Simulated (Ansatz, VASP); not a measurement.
## Bi: VASP beside Ansatz

The input POSCAR:

```
Bi
1.0
    2.2672586491      1.3090023913      4.1166667488
   -2.2672586491      1.3090023913      4.1166667488
    0.0000000000     -2.6180047827      4.1166667487
Bi
2
Direct
    0.2317091399      0.2317091399      0.2317091399
    0.7682908601      0.7682908601      0.7682908601
```

INCAR.step1

```
PREC = Accurate ; ENCUT = 520
ISMEAR = 0 ; SIGMA = 0.6
LREAL = False ; LASPH = True
NELM = 60 ; NBANDS = 22
GGA = PE ; ALGO = Normal
EDIFF = 1E-4 ; LWAVE = True
LCHARG = False
```

INCAR.step2

```
PREC = Accurate ; ENCUT = 520
EDIFF = 1E-6 ; ISMEAR = 0
SIGMA = 0.6 ; LREAL = False
LASPH = True ; NELM = 60
ALGO = Normal ; ISIF = 2
LWAVE = False ; LCHARG = False
METAGGA = R2SCAN ; LMIXTAU = True
NBANDS = 22 ; ISTART = 1
```

Contents of KPOINTS:

```
Automatic mesh
0
Gamma
  9 9 9
```

Input for Ansatz:

```yaml
crystal:
  lattice:
    - [2.2672586491, 1.3090023913, 4.1166667488]
    - [-2.2672586491, 1.3090023913, 4.1166667488]
    - [0.0, -2.6180047827, 4.1166667487]
  atoms:
    - { symbol: Bi, position: [0.2317091399, 0.2317091399, 0.2317091399] }
    - { symbol: Bi, position: [0.7682908601, 0.7682908601, 0.7682908601] }
hamiltonian:
  xc: r2scan
  pseudopotentials:
    kind: paw
    azcp:
      Bi: "pseudopotentials/Bi.paw.azcp"
basis:
  ecutwfc: 500
  fft_grid_basis: typed
kpoints:
  mp_grid: { grid: [9, 9, 9], shift: [0, 0, 0] }
magnetization:
  spin_polarized: false
scf:
  occupations: { method: gaussian, width: 0.6 }
  lower_state_search: "off"
output:
  stress: true
```

Alike in both runs: task single point; functional r2SCAN; k mesh 9 × 9 × 9; occupations gaussian, width 0.6 eV; no spin polarisation.

|  | VASP | Ansatz |
| --- | --- | --- |
| version | VASP 6.6.1 | Ansatz 0.2.0 |
| potentials or method | VASP PAW PBE potentials, release 64 (Bi_d), cutoff 520 eV | plane waves (500 eV) with PAW, scalar-relativistic |
| valence electrons in the cell | 30 | 30 |

|  | VASP | Ansatz | Ansatz less VASP |
| --- | --- | --- | --- |
| pressure (GPa) | 0.0 | 0.1 | +0.04 |

VASP's potentials were made for PBE, not for r2SCAN. The functional is the same, so the differences come from potentials, cutoffs and numerics.

Neither program's run includes spin-orbit coupling.
